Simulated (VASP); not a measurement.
Here is a VASP 6.6.1 calculation.

Contents of INCAR:

```
SYSTEM = Be2Cu11Ni3
ALGO     = Normal         ! electronic algorithm
EDIFF    = 1E-6           ! SCF threshold, eV
ENCUT    = 400            ! plane-wave cutoff, eV
GGA      = PE             ! functional
GGA_COMPAT= .FALSE.      
ISIF     = 2              ! what is computed and relaxed
ISMEAR   = -1             ! smearing method
ISYM     = -1           
LASPH    = .TRUE.         ! aspherical terms in the spheres
LCHARG   = .TRUE.         ! write CHGCAR
LELF     = .TRUE.         ! ELF
LREAL    = Auto         
LVHAR    = .TRUE.       
LWAVE    = .FALSE.        ! write WAVECAR
NBANDS   = 92             ! bands
NELM     = 120            ! most SCF steps
PREC     = Accurate       ! precision mode
SIGMA    = 0.05           ! smearing width, eV
```

The input KPOINTS:

```
explicit points
1
Reciprocal
  0.25000000   0.25000000   0.25000000 1
```

The input POSCAR:

```
Be2Cu11Ni3
1.0
    5.6151810000     -0.1125830000     -0.0418010000
   -0.1125830000      5.6341360000     -0.0260090000
   -0.0418010000     -0.0260090000      5.8223430000
Cu Ni Be
11 3 2
Direct
    0.8460615311      0.0573926785      0.7801534441
    0.0947862718      0.7797469798      0.9822448798
    0.3231669879      0.0958852543      0.2526992283
    0.6245700584      0.3122692559      0.0082465880
    0.3742338821      0.0399324455      0.7413762730
    0.8563778803      0.5529205460      0.2369165407
    0.5867358038      0.7871843657      1.0068936202
    0.6117837092      0.3118153967      0.4924797762
    0.6377431817      0.7872309087      0.5178962132
    0.3272520916      0.5533928730      0.2550919209
    0.0957455735      0.2683463683      0.5279176581
    0.3509183534      0.5189008911      0.7601887816
    0.8846174421      0.0391706983      0.2489198394
    0.1010328553      0.7784583881      0.4942845515
    0.8802032514      0.5620368713      0.7222979466
    0.0715834311      0.3206962025      0.9596655928
```

Potentials or basis: VASP PAW PBE potentials, release 64 (Cu, Ni, Be).

Launch:

```bash
$ cat potpaw_PBE.64/Cu/POTCAR potpaw_PBE.64/Ni/POTCAR potpaw_PBE.64/Be/POTCAR > POTCAR
$ mpirun -np 1 vasp_std > vasp.out
```

(1) Predict the pressure.

(2) What does it give for the band gap on the k mesh?

(3) What does it give for the largest force?

Results:

(1) 0.0 GPa.

(2) zero (an odd number of electrons rules out a gap without spin polarisation).

(3) 1.634 eV/Å.

Caveat: the atoms stand as in a frame of molecular dynamics.
